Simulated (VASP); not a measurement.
**Ca: single point with PBEsol**

Ca:

```xyz
1
Lattice="3.4890 0.0000 0.0000 0.0000 3.4890 0.0000 0.0000 0.0000 3.4890" Properties=species:S:1:pos:R:3 pbc="T T T"
Ca    0.0000    0.0000    0.0000
```

This cell differs from its parent crystal: strained.

```
Program                : VASP 6.6.1
Task                   : single point
Functional             : PBEsol
Potentials or basis    : VASP PAW PBE potentials, release 64 (Ca_sv)
Cutoff                 : 520 eV
k mesh                 : 12 × 12 × 12
Occupations            : gaussian, width 0.1 eV
Spin                   : no spin polarisation
Dipole correction      : no
Further INCAR settings : ALGO = Normal; EDIFF = 1e-06; NBANDS = 11
```

```json
{
 "Pressure": "-0.4 GPa",
 "Band gap on the k mesh": "zero (bands 5 and 6 overlap by 1.16 eV)"
}
```

Levels at points of the mesh, in eV from the Fermi level:
```tsv
k point	band 2	band 3	band 4	band 5	band 6	band 7	band 8	band 9
(0.00, 0.00, 0.00)	-22.97	-22.97	-22.97	-3.90	0.79	0.79	4.14	4.14
(0.50, 0.00, 0.00)	-23.20	-22.96	-22.96	-1.22	-0.50	1.30	2.88	2.88
(0.50, 0.50, 0.00)	-23.17	-23.17	-22.94	-0.41	0.89	2.37	2.37	3.18
(0.50, 0.50, 0.50)	-23.15	-23.15	-23.15	0.66	0.66	0.66	4.91	4.91
```

Wall time 40 s on 1 thread of Intel Xeon 8259CL (shared host), peak memory 0.18 GiB.

Caveat: the cell differs from its parent crystal (strained); the PAW data sets were made with another functional, which shifts forces and pressure a little.
